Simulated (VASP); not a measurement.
# FeSi (nc) (P2_13) in VASP: further runs

Runs on FeSi (nc). Level: PBE. Tasks: relaxation of cell and atoms, relaxation of the atoms.

Program: VASP 6.6.1. These are calculated values, not measurements. Logs are shortened: lines on timing, memory, paths and dates and some standing lists are left out, and cuts for length are marked.

## 1. The cell of the first run

It takes space group P2_13 (No. 198, cubic). Conventional cell: a = 4.449 Å, b = 4.449 Å, c = 4.449 Å, α = 90.00°, β = 90.00°, γ = 90.00°. Fe (site symmetry 3) has 7 Si at 2.27 to 2.50 Å and 6 Fe at 2.73 Å within 3.0 Å. Within 3.0 Å of Si (site symmetry 3) lie 7 Fe at 2.27 to 2.50 Å and 6 Si at 2.76 Å.

## 2. Relaxation of cell and atoms, PBE

Input file INCAR:

```
SYSTEM = FeSi
PREC = Accurate
ENCUT = 600
EDIFF = 1E-6
ISMEAR = 0
SIGMA = 0.01
LREAL = .False.
LASPH = .True.
NELM = 100
ALGO = Normal
ISIF = 3
LWAVE = .False.
LCHARG = .False.
GGA = PE
IBRION = 2
NSW = 100
EDIFFG = -0.002
```

Input file KPOINTS:

```
regular mesh
0
Gamma
  8 8 8
  0 0 0
```

Input file POSCAR:

```
FeSi
1.0
    4.4487271977      0.0000000000      0.0000000000
    0.0000000000      4.4487271977      0.0000000000
    0.0000000000      0.0000000000      4.4487271977
Fe Si
4 4
Direct
    0.1355830560      0.1355830560      0.1355830560
    0.3644169440      0.8644169440      0.6355830560
    0.6355830560      0.3644169440      0.8644169440
    0.8644169440      0.6355830560      0.3644169440
    0.8410941506      0.8410941506      0.8410941506
    0.6589058494      0.1589058494      0.3410941506
    0.3410941506      0.6589058494      0.1589058494
    0.1589058494      0.3410941506      0.6589058494
```

Potentials or basis: VASP PAW PBE potentials, release 64 (Fe, Si).

Started as:

```sh
$ cat potpaw_PBE.64/Fe/POTCAR potpaw_PBE.64/Si/POTCAR > POTCAR
$ mpirun -np 1 vasp_std > vasp.out
```

OUTCAR:

```text
SYSTEM = FeSi
   PREC = Accurate
   ENCUT = 600
   EDIFF = 1E-6
   ISMEAR = 0
   LREAL = .False.
   LASPH = .True.
   NELM = 100
   ISIF = 3
   GGA = PE
   IBRION = 2
   NSW = 100
   EDIFFG = -0.002

 ion  position               nearest neighbor table
   1  0.136  0.136  0.136-   5 2.27   6 2.31   7 2.31   8 2.31   7 2.50   8 2.50   6 2.50   3 2.73
                             4 2.73   2 2.73   2 2.73   4 2.73   3 2.73
   2  0.364  0.864  0.636-   6 2.27   5 2.31   7 2.31   8 2.31   7 2.50   8 2.50   5 2.50   1 2.73
                             1 2.73   3 2.73   3 2.73   4 2.73   4 2.73
   3  0.636  0.364  0.864-   7 2.27   6 2.31   5 2.31   8 2.31   8 2.50   6 2.50   5 2.50   1 2.73
                             4 2.73   2 2.73   2 2.73   4 2.73   1 2.73
   4  0.864  0.636  0.364-   8 2.27   6 2.31   7 2.31   5 2.31   6 2.50   5 2.50   7 2.50   1 2.73
                             3 2.73   2 2.73   1 2.73   2 2.73   3 2.73
   5  0.841  0.841  0.841-   1 2.27   2 2.31   3 2.31   4 2.31   3 2.50   4 2.50   2 2.50   6 2.76
                             7 2.76   8 2.76   6 2.76   8 2.76   7 2.76
   6  0.659  0.159  0.341-   2 2.27   1 2.31   3 2.31   4 2.31   3 2.50   4 2.50   1 2.50   8 2.76
                             5 2.76   5 2.76   7 2.76   7 2.76   8 2.76
   7  0.341  0.659  0.159-   3 2.27   2 2.31   1 2.31   4 2.31   4 2.50   2 2.50   1 2.50   8 2.76
                             5 2.76   8 2.76   6 2.76   6 2.76   5 2.76
   8  0.159  0.341  0.659-   4 2.27   2 2.31   3 2.31   1 2.31   2 2.50   1 2.50   3 2.50   7 2.76
                             5 2.76   7 2.76   5 2.76   6 2.76   6 2.76

  LATTYP: Found a simple cubic cell.
 ALAT       =     4.4487271977

  Lattice vectors:

 A1 = (   4.4487271977,   0.0000000000,   0.0000000000)
 A2 = (   0.0000000000,   4.4487271977,   0.0000000000)
 A3 = (   0.0000000000,   0.0000000000,   4.4487271977)

Analysis of symmetry for initial positions (statically):
=====================================================================
 Subroutine PRICEL returns:
 Original cell was already a primitive cell.

 Routine SETGRP: Setting up the symmetry group for a
 simple cubic supercell.

 Subroutine GETGRP returns: Found 12 space group operations
 (whereof  3 operations were pure point group operations)
 out of a pool of 48 trial point group operations.

The static configuration has the point symmetry C_3 .
 The point group associated with its full space group is T   .

Analysis of symmetry for dynamics (positions and initial velocities):
=====================================================================
 Subroutine PRICEL returns:
 Original cell was already a primitive cell.

 Routine SETGRP: Setting up the symmetry group for a
 simple cubic supercell.

 Subroutine GETGRP returns: Found 12 space group operations
 (whereof  3 operations were pure point group operations)
[... 124 lines left out ...]
   TEBEG  =    0.0;   TEEND  =   0.0 temperature during run
   PSTRESS=    0.0 pullay stress
   NELECT =      48.0000    total number of electrons
   NUPDOWN=      -1.0000    fix difference up-down
   EMIN   =  10.00;   EMAX   =-10.00  energy-range for DOS
   EFERMI =   0.00;   METHOD = LEGACY
   ISMEAR =     0;   SIGMA  =   0.01  broadening in eV -4-tet -1-fermi 0-gaus
   EFERMI_NEDOS =   21; number of points for ismear=-14 and -15
   IALGO  =     38    algorithm
   IMIX   =      4    mixing-type and parameters
     AMIX     =   0.40;   BMIX     =  1.00
     AMIX_MAG =   1.60;   BMIX_MAG =  1.00
  volume/ion in A,a.u.               =      11.01        74.27
  Fermi-wavevector in a.u.,A,eV,Ry     =   1.337374  2.527270 24.334953  1.788569
  Thomas-Fermi vector in A             =   2.465927
   LORBIT       =      0    0 simple, 1 ext, 2 COOP (PROOUT), +10 PAW based schemes
   GGA     = PE    functional components
   LHFCALC =     F    Hartree Fock is set to
   AEXX    =    0.0000 exact exchange contribution
   IVDW    =     0    specifies the selected vdW correction
   LEPSILON=     F    determine dielectric tensor
   LRPA    =     F    only Hartree local field effects (RPA)
 conjugate gradient relaxation of ions
 non-spin polarized calculation
 Gauss-broadening in eV      SIGMA  =   0.01
  energy-cutoff  :      600.00
  volume of cell :       88.05
 maximum number of plane-waves:      3016
   NGX = 17   NGY = 17   NGZ = 17

--------------------------------------- Ionic step        1  -------------------------------------------

 number of electron      48.0000007 magnetization

 Free energy of the ion-electron system (eV)
  ---------------------------------------------------
  ext. energy  EPLUGINS =         0.00000000
  ---------------------------------------------------
  free energy    TOTEN  =       -58.77996292 eV

  energy without entropy =      -58.77996292  energy(sigma->0) =      -58.77996292

------------------------ aborting loop because EDIFF is reached ----------------------------------------

  FORCE on cell =-STRESS in cart. coord.  units (eV):
  Direction    XX          YY          ZZ          XY          YZ          ZX
  --------------------------------------------------------------------------------------
  -------------------------------------------------------------------------------------
  Total        0.0336247      0.0336247      0.0336247     -0.0000000      0.0000000      0.0000000
  in kB        0.6118740      0.6118740      0.6118740     -0.0000000      0.0000000      0.0000000
  external PRESSURE =       0.6118740 kB  Pullay stress =       0.0000000 kB
[... 281 lines left out ...]
--------------------------------------- Ionic step        8  -------------------------------------------

 number of electron      48.0000018 magnetization

 Free energy of the ion-electron system (eV)
  ---------------------------------------------------
  ext. energy  EPLUGINS =         0.00000000
  ---------------------------------------------------
  free energy    TOTEN  =       -58.78115959 eV

  energy without entropy =      -58.78115959  energy(sigma->0) =      -58.78115959

 E-fermi :   9.8143     XC(G=0): -12.7986

 val. band max:        9.7209398764   @ k =  -0.1250   0.3750   0.0000
 cond. band min:       9.8805988743   @ k =   0.2500   0.2500   0.0000
 fundamental gap:      0.1596589978
 Fermi energy:         9.8143468170

 k-point     1 :       0.0000    0.0000    0.0000
  band No.  band energies     occupation
      1      -3.5197      2.00000
      2       1.8350      2.00000
      3       1.8350      2.00000
      4       1.8350      2.00000
      5       4.6714      2.00000
      6       4.6714      2.00000
[... 757 lines left out ...]
     28      11.8604      0.00000
     29      12.1568      0.00000

 [... further k-points ...]
[... 5 lines left out ...]
  --------------------------------------------------------------------------------------
  -------------------------------------------------------------------------------------
  Total       -0.0005453     -0.0005453     -0.0005453     -0.0000000     -0.0000000      0.0000000
  in kB       -0.0099268     -0.0099268     -0.0099268     -0.0000000     -0.0000000      0.0000000
  external PRESSURE =      -0.0099268 kB  Pullay stress =       0.0000000 kB
[... 23 lines left out ...]
  FREE ENERGIE OF THE ION-ELECTRON SYSTEM (eV)
  ---------------------------------------------------
  free  energy   TOTEN  =       -58.7811595950 eV

  energy  without entropy=      -58.7811595950  energy(sigma->0) =      -58.78115959

 reached required accuracy - stopping structural energy minimisation
```

OSZICAR:

```text
N       E                     dE             d eps       ncg     rms          rms(c)
DAV:   1     0.373730974525E+03    0.37373E+03   -0.22055E+04  2610   0.206E+03
DAV:   2    -0.250764996796E+02   -0.39881E+03   -0.38797E+03  2610   0.438E+02
DAV:   3    -0.646162555238E+02   -0.39540E+02   -0.36309E+02  3670   0.151E+02
[... 51 lines left out ...]
DAV:   3    -0.587811562767E+02    0.94257E-06   -0.13251E-06  1610   0.100E-02
   7 F= -.58781156E+02 E0= -.58781156E+02  d E =-.280222E-04
       N       E                     dE             d eps       ncg     rms          rms(c)
DAV:   1    -0.587811581595E+02   -0.94016E-06   -0.17698E-03  2610   0.238E-01    0.772E-03
DAV:   2    -0.587811599694E+02   -0.18099E-05   -0.21480E-05  3701   0.502E-02    0.523E-03
DAV:   3    -0.587811595950E+02    0.37443E-06   -0.44284E-07  1470   0.562E-03
   8 F= -.58781160E+02 E0= -.58781160E+02  d E =-.313405E-04
```

CONTCAR:

```text
FeSi
   1.00000000000000
     4.4482304277542006   -0.0000000000000000    0.0000000000000000
    -0.0000000000000000    4.4482304277542006   -0.0000000000000000
     0.0000000000000000    0.0000000000000000    4.4482304277542006
  Fe              Si
     4     4
Direct
     0.1363781093502429    0.1363781093502429    0.1363781093502429
     0.3636218906497571    0.8636218906497570    0.6363781093502430
     0.6363781093502430    0.3636218906497571    0.8636218906497570
     0.8636218906497570    0.6363781093502430    0.3636218906497571
     0.8407783229652470    0.8407783229652470    0.8407783229652470
     0.6592216770347530    0.1592216770347529    0.3407783229652471
     0.3407783229652471    0.6592216770347530    0.1592216770347529
     0.1592216770347529    0.3407783229652471    0.6592216770347530

  0.00000000E+00  0.00000000E+00  0.00000000E+00
  0.00000000E+00  0.00000000E+00  0.00000000E+00
  0.00000000E+00  0.00000000E+00  0.00000000E+00
  0.00000000E+00  0.00000000E+00  0.00000000E+00
  0.00000000E+00  0.00000000E+00  0.00000000E+00
  0.00000000E+00  0.00000000E+00  0.00000000E+00
  0.00000000E+00  0.00000000E+00  0.00000000E+00
  0.00000000E+00  0.00000000E+00  0.00000000E+00
```

It took 10 min on 1 thread of Intel Xeon 8259CL, shared host; peak memory 0.29 GiB.

Results:

| Quantity | Value |
| --- | --- |
| Free energy | -58.7812 eV |
| Relaxed volume | 11.00 Å³/atom |
| Relaxed cell | a = 4.448 Å, b = 4.448 Å, c = 4.448 Å, α = 90.00°, β = 90.00°, γ = 90.00° |
| Space group after relaxing (to 0.05 Å) | P2_13 (No. 198) |
| Energy gained by relaxing | 0.1 meV/atom |
| Ionic steps | 8 |
| Pressure after relaxing | 0.0 GPa |
| Band gap on the k mesh | 0.16 eV, indirect (least direct gap 0.17 eV) |

Step by step:
| step | energy change (eV) | largest force (eV/Å) | pressure (GPa) | volume (Å³) |
| --- | --- | --- | --- | --- |
| 1 | 0.0000 | 0.0777 | 0.06 | 88.05 |
| 2 | -0.0010 | 0.0238 | -0.18 | 88.10 |
| 3 | -0.0011 | 0.0115 | -0.23 | 88.11 |
| 4 | -0.0011 | 0.0160 | 0.31 | 87.91 |
| 5 | -0.0012 | 0.0118 | 0.05 | 88.01 |
| 6 | -0.0012 | 0.0117 | 0.03 | 88.02 |
| 7 | -0.0012 | 0.0042 | 0.00 | 88.02 |
| 8 | -0.0012 | 0.0004 | 0.00 | 88.02 |

Final structure:
```
Fe Si
1.0
     4.44823    0.00000    0.00000
     0.00000    4.44823    0.00000
     0.00000    0.00000    4.44823
Fe Si
4 4
Direct
  0.13638 0.13638 0.13638
  0.36362 0.86362 0.63638
  0.63638 0.36362 0.86362
  0.86362 0.63638 0.36362
  0.84078 0.84078 0.84078
  0.65922 0.15922 0.34078
  0.34078 0.65922 0.15922
  0.15922 0.34078 0.65922
```

Levels at points of the mesh, in eV from the valence-band top:
```
           k point  band 20  band 21  band 22  band 23  band 24  band 25  band 26  band 27  band 28  band 29
(0.00, 0.00, 0.00)    -0.28    -0.28    -0.28    -0.04    -0.04     0.66     0.66     0.66     3.03     3.03
(0.50, 0.00, 0.00)    -1.24    -0.38    -0.38    -0.01    -0.01     0.20     0.20     1.72     1.72     2.22
(0.50, 0.50, 0.00)    -1.26    -1.01    -1.01    -0.36    -0.36     0.64     0.64     1.30     1.30     2.70
(0.50, 0.50, 0.50)    -0.73    -0.67    -0.67    -0.67    -0.67     0.50     0.50     0.50     0.50     5.64
```

## 3. Relaxation of the atoms, PBE (volume scaled by 1.06)

Input file INCAR:

```
SYSTEM = FeSi
  ALGO = Normal
  EDIFF = 1E-7
  EDIFFG = -0.01
  ENCUT = 520
  GGA = PE
  GGA_COMPAT = .FALSE.
  IBRION = 2
  ISIF = 2
  ISMEAR = 0
  LASPH = .TRUE.
  LCHARG = .FALSE.
  LREAL = .FALSE.
  LWAVE = .FALSE.
  NELM = 120
  NELMIN = 4
  NSW = 50
  PREC = Accurate
  SIGMA = 0.01
```

Input file KPOINTS:

```
k-points
0
G
  8 8 8
  0 0 0
```

Input file POSCAR:

```
FeSi
1.0
    4.5348460814      0.0000000000      0.0000000000
    0.0000000000      4.5348460814      0.0000000000
    0.0000000000      0.0000000000      4.5348460814
Fe Si
4 4
Direct
    0.1346224833      0.1346224833      0.1346224833
    0.3653775167      0.8653775167      0.6346224833
    0.6346224833      0.3653775167      0.8653775167
    0.8653775167      0.6346224833      0.3653775167
    0.8401954211      0.8401954211      0.8401954211
    0.6598045789      0.1598045789      0.3401954211
    0.3401954211      0.6598045789      0.1598045789
    0.1598045789      0.3401954211      0.6598045789
```

Potentials or basis: VASP PAW PBE potentials, release 64 (Fe, Si).

Started as:

```sh
$ cat potpaw_PBE.64/Fe/POTCAR potpaw_PBE.64/Si/POTCAR > POTCAR
$ mpirun -np 1 vasp_std > vasp.out
```

OUTCAR:

```text
SYSTEM = FeSi
   EDIFF = 1E-7
   EDIFFG = -0.01
   ENCUT = 520
   GGA = PE
   IBRION = 2
   ISIF = 2
   ISMEAR = 0
   LASPH = .TRUE.
   LREAL = .FALSE.
   NELM = 120
   NELMIN = 4
   NSW = 50
   PREC = Accurate

 ion  position               nearest neighbor table
   1  0.135  0.135  0.135-   5 2.31   6 2.35   7 2.35   8 2.35   7 2.56   8 2.56   6 2.56   3 2.78
                             4 2.78   2 2.78   2 2.78   4 2.78   3 2.78
   2  0.365  0.865  0.635-   6 2.31   5 2.35   7 2.35   8 2.35   7 2.56   8 2.56   5 2.56   1 2.78
                             1 2.78   3 2.78   3 2.78   4 2.78   4 2.78
   3  0.635  0.365  0.865-   7 2.31   6 2.35   5 2.35   8 2.35   8 2.56   6 2.56   5 2.56   1 2.78
                             4 2.78   2 2.78   2 2.78   4 2.78   1 2.78
   4  0.865  0.635  0.365-   8 2.31   6 2.35   7 2.35   5 2.35   6 2.56   5 2.56   7 2.56   1 2.78
                             3 2.78   2 2.78   1 2.78   2 2.78   3 2.78
   5  0.840  0.840  0.840-   1 2.31   2 2.35   3 2.35   4 2.35   3 2.56   4 2.56   2 2.56   6 2.81
                             7 2.81   8 2.81   6 2.81   8 2.81   7 2.81
   6  0.660  0.160  0.340-   2 2.31   1 2.35   3 2.35   4 2.35   3 2.56   4 2.56   1 2.56   8 2.81
                             5 2.81   5 2.81   7 2.81   7 2.81   8 2.81
   7  0.340  0.660  0.160-   3 2.31   2 2.35   1 2.35   4 2.35   4 2.56   2 2.56   1 2.56   8 2.81
                             5 2.81   8 2.81   6 2.81   6 2.81   5 2.81
   8  0.160  0.340  0.660-   4 2.31   2 2.35   3 2.35   1 2.35   2 2.56   1 2.56   3 2.56   7 2.81
                             5 2.81   7 2.81   5 2.81   6 2.81   6 2.81
[... 207 lines left out ...]
  -------------------------------------------------------------------------------------
  Total       -6.5894701     -6.5894701     -6.5894701      0.0000000      0.0000000      0.0000000
  in kB     -113.2070358   -113.2070358   -113.2070358      0.0000000      0.0000000      0.0000000
  external PRESSURE =    -113.2070358 kB  Pullay stress =       0.0000000 kB
[... 155 lines left out ...]
--------------------------------------- Ionic step        5  -------------------------------------------

 number of electron      47.9999983 magnetization

 Free energy of the ion-electron system (eV)
  ---------------------------------------------------
  ext. energy  EPLUGINS =         0.00000000
  ---------------------------------------------------
  free energy    TOTEN  =       -58.59329379 eV

  energy without entropy =      -58.59329379  energy(sigma->0) =      -58.59329379

 E-fermi :   9.0685     XC(G=0): -12.5106

 val. band max:        8.9778511920   @ k =  -0.1250   0.2500   0.0000
 cond. band min:       9.1412794544   @ k =   0.2500   0.2500   0.0000
 fundamental gap:      0.1634282625
 Fermi energy:         9.0684720396

 k-point     1 :       0.0000    0.0000    0.0000
  band No.  band energies     occupation
      1      -3.7932      2.00000
      2       1.3612      2.00000
      3       1.3612      2.00000
      4       1.3612      2.00000
      5       4.1759      2.00000
      6       4.1759      2.00000
[... 757 lines left out ...]
     28      10.9231      0.00000
     29      11.2145      0.00000

 [... further k-points ...]
[... 5 lines left out ...]
  --------------------------------------------------------------------------------------
  -------------------------------------------------------------------------------------
  Total       -6.3728038     -6.3728038     -6.3728038      0.0000000      0.0000000      0.0000000
  in kB     -109.4847115   -109.4847115   -109.4847115      0.0000000      0.0000000      0.0000000
  external PRESSURE =    -109.4847115 kB  Pullay stress =       0.0000000 kB
[... 23 lines left out ...]
  FREE ENERGIE OF THE ION-ELECTRON SYSTEM (eV)
  ---------------------------------------------------
  free  energy   TOTEN  =       -58.5932937913 eV

  energy  without entropy=      -58.5932937913  energy(sigma->0) =      -58.59329379

 reached required accuracy - stopping structural energy minimisation
```

Wall time 6.7 min (1 thread of Intel Xeon 6975P-C, shared host); peak memory 0.27 GiB.

What came out:

```
Free energy               : -58.5933 eV
Energy gained by relaxing : 0.3 meV/atom
Ionic steps               : 5
Pressure after relaxing   : -10.9 GPa
Band gap on the k mesh    : 0.16 eV, indirect (least direct gap 0.17 eV)
```

Step by step:
```csv
step,energy change (eV),largest force (eV/Å),pressure (GPa)
1,0.0000,0.0913,-11.32
2,-0.0019,0.0542,-11.15
3,-0.0027,0.0127,-10.96
4,-0.0027,0.0136,-10.98
5,-0.0027,0.0018,-10.95
```

Final structure:
```cif
data_structure
_symmetry_space_group_name_H-M 'P 1'
_symmetry_Int_Tables_number 1
_cell_length_a 4.5348
_cell_length_b 4.5348
_cell_length_c 4.5348
_cell_angle_alpha 90.000
_cell_angle_beta 90.000
_cell_angle_gamma 90.000
_cell_volume 93.26
loop_
_atom_site_label
_atom_site_type_symbol
_atom_site_fract_x
_atom_site_fract_y
_atom_site_fract_z
_atom_site_occupancy
Fe1 Fe 0.13330 0.13330 0.13330 1
Fe2 Fe 0.36670 0.86670 0.63330 1
Fe3 Fe 0.63330 0.36670 0.86670 1
Fe4 Fe 0.86670 0.63330 0.36670 1
Si1 Si 0.83942 0.83942 0.83942 1
Si2 Si 0.66058 0.16058 0.33942 1
Si3 Si 0.33942 0.66058 0.16058 1
Si4 Si 0.16058 0.33942 0.66058 1
```

Caveat: the cell differs from its parent crystal (volume scaled by 1.06).
